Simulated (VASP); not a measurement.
Set up this calculation in VASP 6.6.1, as the native input.

```
Task                   : single point
Functional             : LDA
Potentials or basis    : VASP PAW LDA potentials, release 64 (Ga_d)
Cutoff                 : 520 eV
k mesh                 : 7 × 7 × 6
Occupations            : fermi-dirac, width 0.05 eV
Spin                   : no spin polarisation
Dipole correction      : no
Further INCAR settings : ALGO = Fast; EDIFF = 1e-06; NBANDS = 34
```

The structure of Ga lies in POSCAR:

```
Ga
1.0
    2.2309354424     -3.7787301403      0.0000000000
    2.2309354424      3.7787301403      0.0000000000
    0.0000000000      0.0000000000      4.4628573697
Ga
4
Direct
    0.3451000000      0.6549000000      0.4190000000
    0.1549000000      0.8451000000      0.9190000000
    0.6549000000      0.3451000000      0.5810000000
    0.8451000000      0.1549000000      0.0810000000
```

The input as run:

INCAR

```
SYSTEM = Ga
ALGO     = Fast           ! electronic algorithm
EDIFF    = 1E-6           ! SCF threshold, eV
ENCUT    = 520            ! plane-wave cutoff, eV
ISIF     = 2              ! what is computed and relaxed
ISMEAR   = -1             ! smearing method
LASPH    = .True.         ! aspherical terms in the spheres
LCHARG   = .False.        ! write CHGCAR
LREAL    = .False.        ! projectors in reciprocal space
LWAVE    = .False.        ! write WAVECAR
NBANDS   = 34             ! bands
NELM     = 100            ! most SCF steps
PREC     = Accurate       ! precision mode
SIGMA    = 0.05           ! smearing width, eV
```

KPOINTS

```
k-points
0
Gamma
  7 7 6
  0 0 0
```

Potentials or basis: VASP PAW LDA potentials, release 64 (Ga_d).

Launch:

```sh
$ cat potpaw_LDA.64/Ga_d/POTCAR > POTCAR
$ mpirun -np 1 vasp_std > vasp.out
```

It gave:

```
Pressure               : -1.4 GPa
Largest force          : 0.146 eV/Å
Band gap on the k mesh : zero (band 26 reaches 5.55 eV, above the bottom of band 27 at 4.24 eV)
```

Run time: 67 s on 1 thread of Intel(R) Xeon(R) 6975P-C (Granite Rapids) (shared host), peak memory 0.24 GiB.
